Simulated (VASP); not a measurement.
A run of VASP 6.6.1:

The input INCAR:

```
PREC = Accurate
ENCUT = 520
EDIFF = 1E-6
ISMEAR = -1
SIGMA = 0.05
LREAL = False
LASPH = True
NELM = 150
ALGO = Normal
ISIF = 2
LWAVE = False
LCHARG = False
ISPIN = 2
MAGMOM = 0 1.5
LORBIT = 11
LMAXMIX = 4
GGA = PE
NBANDS = 18
```

KPOINTS

```
Automatic mesh
0
Gamma
  11 11 11
```

POSCAR

```
AlNi
1.0
    2.8941257619      0.0000000000      0.0000000000
    0.0000000000      2.8941257619      0.0000000000
    0.0000000000      0.0000000000      2.8941257619
Al Ni
1 1
Direct
    0.0000000000      0.0000000000      0.0000000000
    0.5000000000      0.5000000000      0.5000000000
```

Potentials or basis: VASP PAW PBE potentials, release 64 (Al, Ni).

Run with:

```console
$ cat potpaw_PBE.64/Al/POTCAR potpaw_PBE.64/Ni/POTCAR > POTCAR
$ mpirun -np 1 vasp_std > vasp.out
```

Hardware: 1 thread of AMD EPYC 7R13, on a shared host.

Problem. How long does it take, and how much memory?

Solution. Wall time 80 s on 1 thread of AMD EPYC 7R13, with other jobs on the host, peak memory 0.14 GiB. Counts: scf iterations 14, k points 56.
